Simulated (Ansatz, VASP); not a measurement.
## LaTe: VASP beside Ansatz

File INCAR:

```
SYSTEM = LaTe
PREC = Accurate ; ENCUT = 520
EDIFF = 1E-7 ; ISMEAR = -1
SIGMA = 0.08 ; LREAL = .FALSE.
LASPH = .TRUE. ; NELM = 60
ALGO = Normal ; ISIF = 2
LWAVE = .FALSE. ; LCHARG = .FALSE.
NBANDS = 16
```

KPOINTS

```
regular mesh
0
G
  10 10 10
  0 0 0
```

POSCAR

```
LaTe
1.0
    0.0000000000      3.1454509951      3.1454509951
    3.1454509951      0.0000000000      3.1454509951
    3.1454509951      3.1454509951      0.0000000000
La Te
1 1
Direct
    0.0000000000      0.0000000000      0.0000000000
    0.5000000000      0.5000000000      0.5000000000
```

Input for Ansatz:

```yaml
crystal:
  lattice:
    - [0.0, 3.1454509951, 3.1454509951]
    - [3.1454509951, 0.0, 3.1454509951]
    - [3.1454509951, 3.1454509951, 0.0]
  atoms:
    - { symbol: La, position: [0.0, 0.0, 0.0] }
    - { symbol: Te, position: [0.5, 0.5, 0.5] }
kpoints:
  mp_grid: { grid: [10, 10, 10] }
  band_path:
    path:
      - [0.0, 0.0, 0.0]
      - [0.5, 0.0, 0.5]
      - [0.625, 0.25, 0.625]
      - [0.375, 0.375, 0.75]
      - [0.0, 0.0, 0.0]
      - [0.5, 0.5, 0.5]
      - [0.5, 0.25, 0.75]
      - [0.5, 0.0, 0.5]
    npoints: 5
scf:
  occupations: { method: fermi_dirac, width: 0.08 }
hamiltonian:
  xc: lda
  pseudopotentials: { kind: all_electron, lapw: { basis_error: 0.001 } }
output:
  forces: true
  stress: true
  eigenvalues: true
```

Change from the starting cell: volume scaled by 0.94.

Alike in both runs: task single point; functional LDA; k mesh 10 × 10 × 10; occupations fermi-dirac, width 0.08 eV; no spin polarisation.

|  | VASP | Ansatz |
| --- | --- | --- |
| version | VASP 6.6.1 | Ansatz 0.2.0 |
| potentials or method | VASP PAW LDA potentials, release 64 (La, Te), cutoff 520 eV | all-electron LAPW, scalar-relativistic |

```csv
,VASP,Ansatz,Ansatz less VASP
pressure (GPa),1.9,1.8,-0.02
```

LDA's correlation is that of Perdew and Zunger in VASP and of Perdew and Wang (1992) in Ansatz. Ansatz ran all-electron here, and VASP with PAW potentials.

Neither program's run includes spin-orbit coupling.
